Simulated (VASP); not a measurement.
# Si4B3 (P6/mmm) in VASP: single point with PBE

Aim: the single point of Si4B3 with PBE.

Everything below comes from runs of VASP 6.6.1. Logs are shortened: lines on timing, memory, paths and dates and some standing lists are left out, and cuts for length are marked.

### Step 1. The cell of the first run

It takes space group P6/mmm (No. 191, hexagonal). The conventional cell has a = 3.902 Å, b = 3.902 Å, c = 6.412 Å, α = 90.00°, β = 90.00°, γ = 120.00°. Within 2.6 Å of Si (site symmetry mmm) lie 6 Si at 1.95 Å. Within 2.6 Å of Si (site symmetry 6/mmm) lie 6 Si at 1.95 Å. Within 3.0 Å of B (site symmetry -6m2) lie 6 B at 2.25 Å. B (site symmetry 6/mmm) has 6 B at 2.25 Å within 3.0 Å.

### Step 2. Single point, PBE

INCAR

```
SYSTEM = Si4B3
PREC     = Accurate       ! precision mode
ENCUT    = 520            ! plane-wave cutoff, eV
EDIFF    = 1E-6           ! SCF threshold, eV
ISMEAR   = 0              ! smearing method
SIGMA    = 0.1            ! smearing width, eV
LREAL    = .False.        ! projectors in reciprocal space
LASPH    = .True.         ! aspherical terms in the spheres
NELM     = 80             ! most SCF steps
ALGO     = Normal         ! electronic algorithm
ISIF     = 2              ! what is computed and relaxed
LWAVE    = .False.        ! write WAVECAR
LCHARG   = .False.        ! write CHGCAR
GGA      = PE             ! functional
NBANDS   = 22             ! bands
```

KPOINTS

```
regular mesh
0
Gamma
  6 6 4
  0 0 0
```

POSCAR

```
Si4B3
1.0
    3.9021033200      0.0000000000      0.0000000000
   -1.9510516600      3.3793206100      0.0000000000
    0.0000000000      0.0000000000      6.4115961700
Si B
4 3
Direct
    0.5000000000      0.0000000000      0.5000000000
    0.0000000000      0.5000000000      0.5000000000
    0.5000000000      0.5000000000      0.5000000000
    0.0000000000      0.0000000000      0.5000000000
    0.3333333300      0.6666666700      0.0000000000
    0.6666666700      0.3333333300      0.0000000000
    0.0000000000      0.0000000000      0.0000000000
```

Potentials or basis: VASP PAW PBE potentials, release 64 (Si, B).

On the command line:

```console
$ cat potpaw_PBE.64/Si/POTCAR potpaw_PBE.64/B/POTCAR > POTCAR
$ mpirun -np 1 vasp_std > vasp.out
```

OUTCAR:

```text
SYSTEM = Si4B3
   PREC = Accurate
   ENCUT = 520
   EDIFF = 1E-6
   ISMEAR = 0
   LREAL = .False.
   LASPH = .True.
   NELM = 80
   ISIF = 2
   GGA = PE

 ion  position               nearest neighbor table
   1  0.500  0.000  0.500-   4 1.95   4 1.95   2 1.95   3 1.95   3 1.95   2 1.95
   2  0.000  0.500  0.500-   3 1.95   3 1.95   4 1.95   4 1.95   1 1.95   1 1.95
   3  0.500  0.500  0.500-   2 1.95   2 1.95   4 1.95   1 1.95   1 1.95   4 1.95
   4  0.000  0.000  0.500-   1 1.95   1 1.95   3 1.95   2 1.95   2 1.95   3 1.95
   5  0.333  0.667  0.000-
   6  0.667  0.333  0.000-
   7  0.000  0.000  0.000-

  LATTYP: Found a hexagonal cell.
 ALAT       =     3.9021033200
 C/A-ratio  =     1.6431128661

  Lattice vectors:

 A1 = (   3.9021033200,   0.0000000000,   0.0000000000)
 A2 = (  -1.9510516600,   3.3793206100,   0.0000000000)
 A3 = (   0.0000000000,   0.0000000000,   6.4115961700)

Analysis of symmetry for initial positions (statically):
=====================================================================
 Subroutine PRICEL returns:
 Original cell was already a primitive cell.

 Routine SETGRP: Setting up the symmetry group for a
 hexagonal supercell.

 Subroutine GETGRP returns: Found 24 space group operations
 (whereof 24 operations were pure point group operations)
 out of a pool of 24 trial point group operations.

The static configuration has the point symmetry D_6h.

Analysis of symmetry for dynamics (positions and initial velocities):
=====================================================================
 Subroutine PRICEL returns:
 Original cell was already a primitive cell.

 Routine SETGRP: Setting up the symmetry group for a
 hexagonal supercell.

 Subroutine GETGRP returns: Found 24 space group operations
 (whereof 24 operations were pure point group operations)
 out of a pool of 24 trial point group operations.

The dynamic configuration has the point symmetry D_6h.

 Subroutine INISYM returns: Found 24 space group operations
 (whereof 24 operations are pure point group operations),
[... 96 lines left out ...]
   ISPIN  =      1    spin polarized calculation?
   LNONCOLLINEAR =      F non collinear calculations
   LSORBIT =      F    spin-orbit coupling
   LASPH  =      T    aspherical Exc in radial PAW
   ENCUT  =  520.0 eV  38.22 Ry    6.18 a.u.   7.26  7.26 11.92*2*pi/ulx,y,z
   NELM   =     80;   NELMIN=  2; NELMDL= -5     # of ELM steps
   EDIFF  = 0.1E-05   stopping-criterion for ELM
   LREAL  =      F    real-space projection
   EDIFFG = 0.1E-04   stopping-criterion for IOM
   NSW    =      0    number of steps for IOM
   IBRION =     -1    ionic relax: 0-MD 1-quasi-New 2-CG
   NFREE  =      0    steps in history (QN), initial steepest desc. (CG)
   ISIF   =      2    stress and relaxation
   ISYM   =      2    0-nonsym 1-usesym 2-fastsym
   POTIM  = 0.5000    time-step for ionic-motion
   TEBEG  =    0.0;   TEEND  =   0.0 temperature during run
   PSTRESS=    0.0 pullay stress
   NELECT =      25.0000    total number of electrons
   NUPDOWN=      -1.0000    fix difference up-down
   EMIN   =  10.00;   EMAX   =-10.00  energy-range for DOS
   EFERMI =   0.00;   METHOD = LEGACY
   ISMEAR =     0;   SIGMA  =   0.10  broadening in eV -4-tet -1-fermi 0-gaus
   EFERMI_NEDOS =   21; number of points for ismear=-14 and -15
   IALGO  =     38    algorithm
   IMIX   =      4    mixing-type and parameters
     AMIX     =   0.40;   BMIX     =  1.00
     AMIX_MAG =   1.60;   BMIX_MAG =  1.00
  volume/ion in A,a.u.               =      12.08        81.51
  Fermi-wavevector in a.u.,A,eV,Ry     =   1.090662  2.061052 16.184714  1.189543
  Thomas-Fermi vector in A             =   2.226891
   LORBIT       =      0    0 simple, 1 ext, 2 COOP (PROOUT), +10 PAW based schemes
   GGA     = PE    functional components
   LHFCALC =     F    Hartree Fock is set to
   AEXX    =    0.0000 exact exchange contribution
   IVDW    =     0    specifies the selected vdW correction
   LEPSILON=     F    determine dielectric tensor
   LRPA    =     F    only Hartree local field effects (RPA)
 non-spin polarized calculation
 Gauss-broadening in eV      SIGMA  =   0.10
  energy-cutoff  :      520.00
  volume of cell :       84.55
 maximum number of plane-waves:      2298
 NGX is ok and might be reduce to    30
   NGX = 15   NGY = 15   NGZ = 23

 number of electron      25.0000002 magnetization

 Free energy of the ion-electron system (eV)
  ---------------------------------------------------
  ext. energy  EPLUGINS =         0.00000000
  ---------------------------------------------------
  free energy    TOTEN  =       -16.44535980 eV

  energy without entropy =      -16.42751363  energy(sigma->0) =      -16.43643671

 E-fermi :   7.7948     XC(G=0): -10.6751

 val. band max:        7.7392988347   @ k =   0.3333   0.1667   0.2500
 cond. band min:       7.8549205976   @ k =   0.3333   0.3333   0.5000
 fundamental gap:      0.1156217629
 Fermi energy:         7.7948216197

 k-point     1 :       0.0000    0.0000    0.0000
  band No.  band energies     occupation
      1      -9.8317      2.00000
      2      -3.1664      2.00000
      3      -0.1821      2.00000
      4      -0.0214      2.00000
      5      -0.0095      2.00000
      6      -0.0095      2.00000
[... 514 lines left out ...]
     21      13.9105      0.00000
     22      16.0372      0.00000

------------------------ aborting loop because EDIFF is reached ----------------------------------------

  FORCE on cell =-STRESS in cart. coord.  units (eV):
  Direction    XX          YY          ZZ          XY          YZ          ZX
  --------------------------------------------------------------------------------------
  -------------------------------------------------------------------------------------
  Total       64.9812418     64.9812420     -1.2921027      0.0000000      0.0000000      0.0000000
  in kB     1231.4145095   1231.4145144    -24.4857438      0.0000000      0.0000000      0.0000000
  external PRESSURE =     812.7810934 kB  Pullay stress =       0.0000000 kB

 VOLUME and BASIS-vectors are now :
 -----------------------------------------------------------------------------
  energy-cutoff  :      520.00
  volume of cell :       84.55
      direct lattice vectors                 reciprocal lattice vectors
     3.902103320  0.000000000  0.000000000     0.256272046  0.147958734  0.000000000
    -1.951051660  3.379320610  0.000000000     0.000000000  0.295917468  0.000000000
     0.000000000  0.000000000  6.411596170     0.000000000  0.000000000  0.155967402

 POSITION                                       TOTAL-FORCE (eV/Angst)
 -----------------------------------------------------------------------------------
      1.95105      0.00000      3.20580         0.000000      0.000000      0.000000
     -0.97553      1.68966      3.20580        -0.000000      0.000000      0.000000
      0.97553      1.68966      3.20580        -0.000000      0.000000      0.000000
      0.00000      0.00000      3.20580         0.000000      0.000000      0.000000
     -0.00000      2.25288      0.00000         0.000000     -0.000000      0.000000
      1.95105      1.12644      0.00000         0.000000     -0.000000      0.000000
      0.00000      0.00000      0.00000         0.000000      0.000000      0.000000
 -----------------------------------------------------------------------------------
    total drift:                                0.000000     -0.000000     -0.000000

  FREE ENERGIE OF THE ION-ELECTRON SYSTEM (eV)
  ---------------------------------------------------
  free  energy   TOTEN  =       -16.4453597975 eV

  energy  without entropy=      -16.4275136251  energy(sigma->0) =      -16.43643671
```

stdout:

```text
POSCAR found type information on POSCAR SiB
 POSCAR found :  2 types and       7 ions
 scaLAPACK will be used
 LDA part: xc-table for (Slater+PW92), standard interpolation
 POSCAR, INCAR and KPOINTS ok, starting setup
 FFT: planning ... GRIDC
 FFT: planning ... GRID_SOFT
 FFT: planning ... GRID
 WAVECAR not read
 entering main loop
```

Run time: 23 s. Hardware: 1 thread of Intel Xeon 6975P-C (Granite Rapids), shared host; peak memory 0.19 GiB.

Results:

```
Free energy : -16.4454 eV
Pressure    : 81.3 GPa
```
